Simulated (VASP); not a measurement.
# Ti4H3 (P-42m) in VASP: further runs

Ti4H3 is run at these levels: r2SCAN; tasks: single point.

Program: VASP 6.6.1. These are calculated values, not measurements. Logs are shortened: lines on timing, memory, paths and dates and some standing lists are left out, and cuts for length are marked.

### Step 1. The cell of the first run

It takes space group P-42m (No. 111, tetragonal). The conventional cell has a = 4.221 Å, b = 4.221 Å, c = 4.369 Å, α = 90.00°, β = 90.00°, γ = 90.00°. Ti (site symmetry m) has 3 H at 1.85 to 1.90 Å within 2.5 Å. Within 2.5 Å of H (site symmetry -42m) lie 4 Ti at 1.90 Å and 2 H at 2.18 Å. H (site symmetry -42m) has 4 Ti at 1.85 Å and 2 H at 2.18 Å within 2.5 Å. Within 2.5 Å of H (site symmetry -42m) lie 4 Ti at 1.85 Å.

### Step 2. Single point, r2SCAN

Input file POSCAR:

```
Ti4H3
1.0
    4.2211100700      0.0000000000      0.0000000000
    0.0000000000      4.2211100700      0.0000000000
    0.0000000000      0.0000000000      4.3689090200
Ti H
4 3
Direct
    0.2554910300      0.2554910300      0.2597206300
    0.7445089700      0.7445089700      0.2597206300
    0.7445089700      0.2554910300      0.7402793700
    0.2554910300      0.7445089700      0.7402793700
    0.0000000000      0.0000000000      0.0000000000
    0.0000000000      0.0000000000      0.5000000000
    0.5000000000      0.5000000000      0.0000000000
```

Input file INCAR.step1:

```
SYSTEM = Ti4H3
PREC = Accurate
ENCUT = 520
ISMEAR = 0
SIGMA = 0.1
LREAL = .FALSE.
LASPH = .TRUE.
NELM = 60
NBANDS = 34
GGA = PE
ALGO = Normal
EDIFF = 1E-4
LWAVE = .TRUE.
LCHARG = .FALSE.
```

Input file INCAR.step2:

```
SYSTEM = Ti4H3
PREC = Accurate
ENCUT = 520
EDIFF = 1E-7
ISMEAR = 0
SIGMA = 0.1
LREAL = .FALSE.
LASPH = .TRUE.
NELM = 60
ALGO = Normal
ISIF = 2
LWAVE = .FALSE.
LCHARG = .TRUE.
METAGGA = R2SCAN
LMIXTAU = .TRUE.
LELF = .TRUE.
LVHAR = .TRUE.
NBANDS = 34
ISTART = 1
```

Input file KPOINTS:

```
regular mesh
0
G
  4 4 4
  0 0 0
```

Potentials or basis: VASP PAW PBE potentials, release 64 (Ti_sv, H).

The run is started by

```console
> cat potpaw_PBE.64/Ti_sv/POTCAR potpaw_PBE.64/H/POTCAR > POTCAR
> cp INCAR.step1 INCAR
> mpirun -np 1 vasp_std > vasp.out
> cp INCAR.step2 INCAR
> mpirun -np 1 vasp_std > vasp.out
```

OUTCAR:

```text
SYSTEM = Ti4H3
   PREC = Accurate
   ENCUT = 520
   EDIFF = 1E-7
   ISMEAR = 0
   LREAL = .FALSE.
   LASPH = .TRUE.
   NELM = 60
   ISIF = 2
   METAGGA = R2SCAN
   ISTART = 1

 ion  position               nearest neighbor table
   1  0.255  0.255  0.260-   7 1.85   6 1.85   5 1.90   2 2.92
   2  0.745  0.745  0.260-   7 1.85   6 1.85   5 1.90   1 2.92
   3  0.745  0.255  0.740-   7 1.85   6 1.85   5 1.90   4 2.92
   4  0.255  0.745  0.740-   7 1.85   6 1.85   5 1.90   3 2.92
   5  0.000  0.000  0.000-   1 1.90   2 1.90   3 1.90   4 1.90
   6  0.000  0.000  0.500-   1 1.85   2 1.85   3 1.85   4 1.85
   7  0.500  0.500  0.000-   1 1.85   2 1.85   3 1.85   4 1.85

  LATTYP: Found a simple tetragonal cell.
 ALAT       =     4.2211100700
 C/A-ratio  =     1.0350142374

  Lattice vectors:

 A1 = (   4.2211100700,   0.0000000000,   0.0000000000)
 A2 = (   0.0000000000,   4.2211100700,   0.0000000000)
 A3 = (   0.0000000000,   0.0000000000,   4.3689090200)

Analysis of symmetry for initial positions (statically):
=====================================================================
 Subroutine PRICEL returns:
 Original cell was already a primitive cell.

 Routine SETGRP: Setting up the symmetry group for a
 simple tetragonal supercell.

 Subroutine GETGRP returns: Found  8 space group operations
 (whereof  8 operations were pure point group operations)
 out of a pool of 16 trial point group operations.

The static configuration has the point symmetry D_2d.

Analysis of symmetry for dynamics (positions and initial velocities):
=====================================================================
 Subroutine PRICEL returns:
 Original cell was already a primitive cell.

 Routine SETGRP: Setting up the symmetry group for a
 simple tetragonal supercell.

 Subroutine GETGRP returns: Found  8 space group operations
 (whereof  8 operations were pure point group operations)
 out of a pool of 16 trial point group operations.

The dynamic configuration has the point symmetry D_2d.

 Subroutine INISYM returns: Found  8 space group operations
 (whereof  8 operations are pure point group operations),
 and found     1 'primitive' translations

----------------------------------------------------------------------------------------

                                     Primitive cell

  volume of cell :      77.8442

  direct lattice vectors                    reciprocal lattice vectors
     4.221110070  0.000000000  0.000000000     0.236904507  0.000000000  0.000000000
     0.000000000  4.221110070  0.000000000     0.000000000  0.236904507  0.000000000
     0.000000000  0.000000000  4.368909020     0.000000000  0.000000000  0.228890095

  length of vectors
     4.221110070  4.221110070  4.368909020     0.236904507  0.236904507  0.228890095

  position of ions in fractional coordinates (direct lattice)
     0.255491030  0.255491030  0.259720630
     0.744508970  0.744508970  0.259720630
     0.744508970  0.255491030  0.740279370
     0.255491030  0.744508970  0.740279370
     0.000000000  0.000000000  0.000000000
     0.000000000  0.000000000  0.500000000
     0.500000000  0.500000000  0.000000000

  ion indices of the primitive-cell ions
   primitive index   ion index
                 1           1
                 2           2
                 3           3
                 4           4
                 5           5
                 6           6
                 7           7

----------------------------------------------------------------------------------------

 KPOINTS: regular mesh

Automatic generation of k-mesh.
 Grid dimensions read from file:
 generate k-points for:    4    4    4

 Generating k-lattice:

  Cartesian coordinates                     Fractional coordinates (reciprocal lattice)
     0.059226127  0.000000000  0.000000000     0.250000000  0.000000000  0.000000000
     0.000000000  0.059226127  0.000000000     0.000000000  0.250000000  0.000000000
     0.000000000  0.000000000  0.057222524     0.000000000  0.000000000  0.250000000

  Length of vectors
     0.059226127  0.059226127  0.057222524

  Shift w.r.t. Gamma in fractional coordinates (k-lattice)
     0.000000000  0.000000000  0.000000000

 Subroutine IBZKPT returns following result:
 ===========================================

 Found     18 irreducible k-points:

 Following reciprocal coordinates:
            Coordinates               Weight
  0.000000  0.000000  0.000000      1.000000
  0.250000  0.000000  0.000000      4.000000
  0.500000  0.000000  0.000000      2.000000
  0.250000  0.250000  0.000000      4.000000
  0.500000  0.250000  0.000000      4.000000
  0.500000  0.500000  0.000000      1.000000
[... 10 lines left out ...]
  0.500000  0.250000  0.500000      4.000000
  0.500000  0.500000  0.500000      1.000000
   k-points           NKPTS =     18   k-points in BZ     NKDIM =     18   number of bands    NBANDS=     34
   number of dos      NEDOS =    301   number of ions     NIONS =      7
   total plane-waves  NPLWV =  32768
   dimension x,y,z NGX =    32 NGY =   32 NGZ =   32
   dimension x,y,z NGXF=    64 NGYF=   64 NGZF=   64
   ions per type =               4   3
   NGX,Y,Z   is equivalent  to a cutoff of  12.60, 12.60, 12.18 a.u.
   NGXF,Y,Z  is equivalent  to a cutoff of  25.21, 25.21, 24.35 a.u.
 SYSTEM =  Ti4H3
   PREC   = accura    normal or accurate (medium, high low for compatibility)
   ISTART =      1    job   : 0-new  1-cont  2-samecut
   ICHARG =      0    charge: 1-file 2-atom 10-const
   ISPIN  =      1    spin polarized calculation?
   LNONCOLLINEAR =      F non collinear calculations
   LSORBIT =      F    spin-orbit coupling
   LASPH  =      T    aspherical Exc in radial PAW
   ENCUT  =  520.0 eV  38.22 Ry    6.18 a.u.   7.85  7.85  8.12*2*pi/ulx,y,z
   NELM   =     60;   NELMIN=  2; NELMDL=  0     # of ELM steps
   EDIFF  = 0.1E-06   stopping-criterion for ELM
   LREAL  =      F    real-space projection
   EDIFFG = 0.1E-05   stopping-criterion for IOM
   NSW    =      0    number of steps for IOM
   IBRION =     -1    ionic relax: 0-MD 1-quasi-New 2-CG
   NFREE  =      0    steps in history (QN), initial steepest desc. (CG)
   ISIF   =      2    stress and relaxation
   ISYM   =      2    0-nonsym 1-usesym 2-fastsym
   POTIM  = 0.5000    time-step for ionic-motion
   TEBEG  =    0.0;   TEEND  =   0.0 temperature during run
   PSTRESS=    0.0 pullay stress
   NELECT =      51.0000    total number of electrons
   NUPDOWN=      -1.0000    fix difference up-down
   EMIN   =  10.00;   EMAX   =-10.00  energy-range for DOS
   EFERMI =   0.00;   METHOD = LEGACY
   ISMEAR =     0;   SIGMA  =   0.10  broadening in eV -4-tet -1-fermi 0-gaus
   EFERMI_NEDOS =   21; number of points for ismear=-14 and -15
   IALGO  =     38    algorithm
   IMIX   =      4    mixing-type and parameters
     AMIX     =   0.40;   BMIX     =  1.00
     AMIX_MAG =   1.60;   BMIX_MAG =  1.00
  volume/ion in A,a.u.               =      11.12        75.05
  Fermi-wavevector in a.u.,A,eV,Ry     =   1.421858  2.686921 27.506613  2.021679
  Thomas-Fermi vector in A             =   2.542623
   LORBIT       =      0    0 simple, 1 ext, 2 COOP (PROOUT), +10 PAW based schemes
   METAGGA = R2SCAN    functional components
   LHFCALC =     F    Hartree Fock is set to
   AEXX    =    0.0000 exact exchange contribution
   IVDW    =     0    specifies the selected vdW correction
   LEPSILON=     F    determine dielectric tensor
   LRPA    =     F    only Hartree local field effects (RPA)
 non-spin polarized calculation
 Gauss-broadening in eV      SIGMA  =   0.10
  energy-cutoff  :      520.00
  volume of cell :       77.84
 maximum number of plane-waves:      2120
 NGX is ok and might be reduce to    32
   NGX = 15   NGY = 15   NGZ = 17

 number of electron      51.0000001 magnetization

 Free energy of the ion-electron system (eV)
  ---------------------------------------------------
  ext. energy  EPLUGINS =         0.00000000
  ---------------------------------------------------
  free energy    TOTEN  =       -64.48527908 eV

  energy without entropy =      -64.46528665  energy(sigma->0) =      -64.47528286

 E-fermi :   7.6096     XC(G=0): -12.2764

 val. band max:        7.5611976652   @ k =   0.2500   0.2500   0.2500
 cond. band min:       7.6673405121   @ k =   0.2500   0.0000   0.2500
 fundamental gap:      0.1061428469
 Fermi energy:         7.6096143970

 k-point     1 :       0.0000    0.0000    0.0000
  band No.  band energies     occupation
      1     -51.7008      2.00000
      2     -51.5928      2.00000
      3     -51.5820      2.00000
      4     -51.5820      2.00000
      5     -27.2349      2.00000
      6     -27.0627      2.00000
[... 26 lines left out ...]
     33      10.8707      0.00000
     34      10.8766      0.00000

 k-point     2 :       0.2500    0.0000    0.0000
  band No.  band energies     occupation
      1     -51.6837      2.00000
      2     -51.5992      2.00000
      3     -51.5912      2.00000
      4     -51.5834      2.00000
      5     -27.1745      2.00000
      6     -27.0159      2.00000
[... 26 lines left out ...]
     33      10.3153      0.00000
     34      10.3461      0.00000

 k-point     3 :       0.5000    0.0000    0.0000
  band No.  band energies     occupation
      1     -51.6479      2.00000
      2     -51.6350      2.00000
      3     -51.5881      2.00000
      4     -51.5863      2.00000
      5     -27.0418      2.00000
      6     -27.0185      2.00000
[... 26 lines left out ...]
     33       9.5968      0.00000
     34       9.7283      0.00000

 k-point     4 :       0.2500    0.2500    0.0000
  band No.  band energies     occupation
      1     -51.6692      2.00000
      2     -51.5987      2.00000
      3     -51.5971      2.00000
      4     -51.5922      2.00000
      5     -27.1431      2.00000
      6     -26.9862      2.00000
[... 26 lines left out ...]
     33      10.0921      0.00000
     34      10.1118      0.00000

 k-point     5 :       0.5000    0.2500    0.0000
  band No.  band energies     occupation
      1     -51.6391      2.00000
      2     -51.6280      2.00000
      3     -51.5949      2.00000
      4     -51.5948      2.00000
      5     -27.0619      2.00000
      6     -27.0570      2.00000
[... 399 lines left out ...]
 k-point    16 :       0.2500    0.2500    0.5000
  band No.  band energies     occupation
      1     -51.6387      2.00000
      2     -51.6226      2.00000
      3     -51.5985      2.00000
      4     -51.5969      2.00000
      5     -27.1592      2.00000
      6     -27.0153      2.00000
[... 26 lines left out ...]
     33      10.0364      0.00000
     34      10.3602      0.00000

 k-point    17 :       0.5000    0.2500    0.5000
  band No.  band energies     occupation
      1     -51.6209      2.00000
      2     -51.6161      2.00000
      3     -51.6120      2.00000
      4     -51.6072      2.00000
      5     -27.1977      2.00000
      6     -27.0641      2.00000
[... 26 lines left out ...]
     33      10.2589      0.00000
     34      10.3369      0.00000

 k-point    18 :       0.5000    0.5000    0.5000
  band No.  band energies     occupation
      1     -51.6159      2.00000
      2     -51.6159      2.00000
      3     -51.6118      2.00000
      4     -51.6118      2.00000
      5     -27.2647      2.00000
      6     -27.1254      2.00000
[... 26 lines left out ...]
     33      10.7285      0.00000
     34      10.7323      0.00000

------------------------ aborting loop because EDIFF is reached ----------------------------------------

  FORCE on cell =-STRESS in cart. coord.  units (eV):
  Direction    XX          YY          ZZ          XY          YZ          ZX
  --------------------------------------------------------------------------------------
  -------------------------------------------------------------------------------------
  Total        0.0013052      0.0013052      0.1039414      0.0000000      0.0000000      0.0000000
  in kB        0.0268632      0.0268632      2.1393064      0.0000000      0.0000000      0.0000000
  external PRESSURE =       0.7310109 kB  Pullay stress =       0.0000000 kB

 VOLUME and BASIS-vectors are now :
 -----------------------------------------------------------------------------
  energy-cutoff  :      520.00
  volume of cell :       77.84
      direct lattice vectors                 reciprocal lattice vectors
     4.221110070  0.000000000  0.000000000     0.236904507  0.000000000  0.000000000
     0.000000000  4.221110070  0.000000000     0.000000000  0.236904507  0.000000000
     0.000000000  0.000000000  4.368909020     0.000000000  0.000000000  0.228890095

 POSITION                                       TOTAL-FORCE (eV/Angst)
 -----------------------------------------------------------------------------------
      1.07846      1.07846      1.13470        -0.013232     -0.013232      0.001615
      3.14265      3.14265      1.13470         0.013232      0.013232      0.001615
      3.14265      1.07846      3.23421         0.013232     -0.013232     -0.001615
      1.07846      3.14265      3.23421        -0.013232      0.013232     -0.001615
      0.00000      0.00000      0.00000        -0.000000      0.000000      0.000000
      0.00000      0.00000      2.18445        -0.000000      0.000000      0.000000
      2.11056      2.11056      0.00000         0.000000     -0.000000      0.000000
 -----------------------------------------------------------------------------------
    total drift:                                0.000000      0.000000     -0.000000

  FREE ENERGIE OF THE ION-ELECTRON SYSTEM (eV)
  ---------------------------------------------------
  free  energy   TOTEN  =       -64.4852790818 eV

  energy  without entropy=      -64.4652866478  energy(sigma->0) =      -64.47528286
```

It took 73 s on 1 thread of Intel Xeon 6975P-C (Granite Rapids), shared host; peak memory 0.2 GiB.

What came out:

```
Free energy            : -64.4853 eV
Pressure               : 0.1 GPa
Largest force          : 0.019 eV/Å
Band gap on the k mesh : zero (an odd number of electrons rules out a gap without spin polarisation)
```

Forces in eV/Å, atoms in the order of the input:
```
Ti  -0.013 -0.013  0.002
Ti   0.013  0.013  0.002
Ti   0.013 -0.013 -0.002
Ti  -0.013  0.013 -0.002
H    0.000  0.000  0.000
H    0.000  0.000  0.000
H    0.000  0.000  0.000
```

Levels at points of the mesh, in eV from the Fermi level:
```
           k point  band 23  band 24  band 25  band 26  band 27  band 28
(0.00, 0.00, 0.00)    -2.59    -1.59     0.25     0.45     0.67     0.67
(0.50, 0.00, 0.00)    -1.57    -0.68    -0.55    -0.50     0.84     1.23
(0.50, 0.50, 0.00)    -0.63    -0.63    -0.42    -0.24     0.06     0.06
(0.00, 0.00, 0.50)    -1.25    -0.79    -0.50    -0.34     0.30     1.06
(0.50, 0.00, 0.50)    -1.02    -0.57    -0.26    -0.16    -0.07    -0.07
(0.50, 0.50, 0.50)    -0.13    -0.13     0.31     0.42     0.51     0.51
```

Caveat: the k points lie up to 0.37 Å⁻¹ apart, too coarse for converged energies and pressures of a metal; the PAW data sets were made with another functional, which shifts forces and pressure a little.

[end of part 1 of 2]
